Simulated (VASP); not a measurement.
Runs of VASP 6.6.1 on Cl. The structure is that of space group Cmce (No. 64), or close to it. The cells are those of the table. 

```csv
cell,gap on the mesh (eV),pressure (GPa),largest force (eV/Å)
"a = 4.499, b = 4.499, c = 8.334 Å, angles 90.0, 90.0, 57.2°, 4 atoms",2.35,-0.3,0.18
"a = 3.588, b = 3.588, c = 7.847 Å, angles 90.0, 90.0, 64.9°, 4 atoms",2.17,3.6,0.17
"a = 3.406, b = 3.406, c = 7.678 Å, angles 90.0, 90.0, 65.8°, 4 atoms",2.06,7.6,0.16
"a = 3.763, b = 3.763, c = 7.988 Å, angles 90.0, 90.0, 64.0°, 4 atoms",(b),(a),0.17
"a = 3.483, b = 3.483, c = 7.746 Å, angles 90.0, 90.0, 65.4°, 4 atoms",2.11,5.6,0.17
```

Alike in all rows: task single point; level PBE; potentials or basis VASP PAW PBE potentials, release 64 (Cl); no spin polarisation; k mesh 6 × 6 × 2; cutoff (eV) 520; smearing gaussian 0.01 eV.

Problem. Fill in the values left out.

Solution. (a) 1.6; (b) 2.22.

A k mesh can miss the band edges.
